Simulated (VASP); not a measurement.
Ti3Al:

```
Ti Al
1.0
     2.92754    0.00000    0.00000
    -1.46377    2.53533    0.00000
     0.00000    0.00000    9.22636
Ti Al
3 1
Direct
  0.66667 0.33333 0.00000
  0.33333 0.66667 0.75059
  0.33333 0.66667 0.24941
  0.66667 0.33333 0.50000
```

| Property | Result |
| --- | --- |
| Program | VASP 6.6.1 |
| Task | relaxation of cell and atoms |
| Functional | PBEsol |
| Potentials or basis | VASP PAW PBE potentials, release 64 (Ti_sv, Al) |
| Cutoff | 600 eV |
| k mesh | 18 × 18 × 6 |
| Occupations | gaussian, width 0.1 eV |
| Spin | no spin polarisation |

At the start: pressure -3.5 GPa; volume 17.12 Å³/atom.

Problem. Where does the relaxation end?

Solution. Over 16 steps the energy falls by 6.4 meV/atom and the volume is 16.57 Å³/atom (-3.2 %); space group P-6m2 (No. 187, to 0.1 Å) before and after.

Step by step:
```csv
step,energy change (eV),largest force (eV/Å),pressure (GPa),volume (Å³)
1,0.0000,0.0771,-3.55,68.48
2,-0.0131,0.0135,2.53,64.79
3,-0.0255,0.0409,0.00,66.28
4,-0.0255,0.0415,0.04,66.24
5,-0.0257,0.0185,0.05,66.24
6,-0.0257,0.0106,0.06,66.24
7,-0.0257,0.0107,0.06,66.24
8,-0.0257,0.0081,0.05,66.24
9,-0.0257,0.0125,0.06,66.24
10,-0.0258,0.0051,-0.01,66.30
11,-0.0258,0.0036,-0.06,66.31
12,-0.0258,0.0047,-0.08,66.31
13,-0.0258,0.0048,-0.04,66.30
14,-0.0258,0.0020,-0.03,66.28
15,-0.0258,0.0030,-0.01,66.27
16,-0.0258,0.0012,-0.01,66.27
```

Final structure:
```
CELL_PARAMETERS angstrom
2.89407 0.00000 0.00000
-1.44704 2.50634 0.00000
0.00000 0.00000 9.13686
ATOMIC_POSITIONS crystal
Ti 0.66667 0.33333 0.00000
Ti 0.33333 0.66667 0.75130
Ti 0.33333 0.66667 0.24870
Al 0.66667 0.33333 0.50000
```

Caveat: the highest band is partly filled, so the run has too few bands; the PAW data sets were made with another functional, which shifts forces and pressure a little.
